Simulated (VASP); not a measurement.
## C: single point with LDA

Crystal: C.

```
C
1.0
     2.48330    0.00000    0.00000
    -1.24165    2.15060    0.00000
     0.00000    0.00000    4.13629
C
4
Direct
  0.33333 0.66667 0.06283
  0.66667 0.33333 0.56283
  0.33333 0.66667 0.43717
  0.66667 0.33333 0.93717
```

```json
{
  "Program": "VASP 6.6.1",
  "Task": "single point",
  "Functional": "LDA",
  "Potentials or basis": "VASP PAW LDA potentials, release 64 (C)",
  "Cutoff": "520 eV",
  "k mesh": "14 × 14 × 7",
  "Occupations": "fermi-dirac, width 0.05 eV",
  "Spin": "no spin polarisation"
}
```

```yaml
Pressure: 1.6 GPa
Largest_force: 0.005 eV/Å
Band_gap_on_the_k_mesh: 3.13 eV, indirect (least direct gap 4.97 eV)
```

Forces on the atoms (eV/Å):
```
C    0.000  0.000  0.005
C    0.000  0.000  0.005
C    0.000  0.000 -0.005
C    0.000  0.000 -0.005
```

Levels at points of the mesh, in eV from the valence-band top:
| k point | band 6 | band 7 | band 8 | band 9 | band 10 | band 11 |
| --- | --- | --- | --- | --- | --- | --- |
| (0.00, 0.00, 0.00) | -0.52 | 0.00 | 0.00 | 4.97 | 4.97 | 5.35 |
| (0.50, 0.00, 0.00) | -6.62 | -6.16 | -3.21 | 4.53 | 7.93 | 8.32 |

Wall time 19 s on 1 thread of AMD EPYC 7R43 64-Core Processor (Zen 3) (shared host), peak memory 0.09 GiB.

A k mesh can miss the band edges. A hybrid or GW would open this gap; LDA tends to underestimate it.
